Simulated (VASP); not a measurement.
Wanted: the native input for a VASP 6.6.1 run.

```yaml
Task: relaxation of cell and atoms
Functional: PBE
Potentials_or_basis: VASP PAW PBE potentials, release 64 (Si, F)
Cutoff: 600 eV
k_mesh: 6 × 6 × 4
Occupations: gaussian, width 0.1 eV
Spin: no spin polarisation
Dipole_correction: no
Further_INCAR_settings: ALGO = Normal; EDIFF = 1e-06; IBRION = 2; EDIFFG = -0.04; NSW = 90; ISIF = 3
```

The structure of Si4F lies in POSCAR:

```
Si4F
1.0
    4.8694301300      0.0000000000      0.0000000000
   -2.4347150700      4.2170502000      0.0000000000
    0.0000000000      0.0000000000      4.1208975800
Si F
4 1
Direct
    0.0000000000      0.0000000000      0.5000000000
    0.5000000000      0.0000000000      0.0000000000
    0.0000000000      0.5000000000      0.0000000000
    0.5000000000      0.5000000000      0.0000000000
    0.0000000000      0.0000000000      0.0000000000
```

The cell was generated, and may not be a known phase.

One way to write it, as run:

INCAR

```
ALGO     = Normal         # electronic algorithm
EDIFF    = 1E-6           # SCF threshold, eV
EDIFFG   = -0.04          # ionic threshold
ENCUT    = 600            # plane-wave cutoff, eV
GGA      = PE             # functional
IBRION   = 2              # ionic algorithm
ISIF     = 3              # what is computed and relaxed
ISMEAR   = 0              # smearing method
LASPH    = True           # aspherical terms in the spheres
LCHARG   = False          # write CHGCAR
LREAL    = False          # projectors in reciprocal space
LWAVE    = False          # write WAVECAR
NELM     = 80             # most SCF steps
NSW      = 90             # ionic steps
PREC     = Accurate       # precision mode
SIGMA    = 0.1            # smearing width, eV
```

KPOINTS

```
k-points
0
Gamma
  6 6 4
```

Potentials or basis: VASP PAW PBE potentials, release 64 (Si, F).

Run with:

```bash
$ cat potpaw_PBE.64/Si/POTCAR potpaw_PBE.64/F/POTCAR > POTCAR
$ mpirun -np 1 vasp_std > vasp.out
```

It gave:

The relaxed volume is 18.77 Å³/atom. The relaxed cell is a = 5.193 Å, b = 5.193 Å, c = 4.017 Å, α = 90.00°, β = 90.00°, γ = 120.00°, the space group after relaxing (to 0.1 Å) is P6/mmm (No. 191) and the energy gained by relaxing is 91.6 meV/atom. The ionic steps are 6, the pressure after relaxing is -0.1 GPa and the band gap on the k mesh is zero (an odd number of electrons rules out a gap without spin polarisation).

Caveat: the k points lie up to 0.39 Å⁻¹ apart in the final cell, too coarse for converged energies and pressures of a metal; an odd number of electrons without spin polarisation forces a metal; a magnetic or distorted state may lie lower.

Wall time 2 min on 1 thread of Intel(R) Xeon(R) Platinum 8259CL CPU @ 2.50GHz (Skylake/Cascade Lake), with other jobs on the host, peak memory 0.24 GiB.
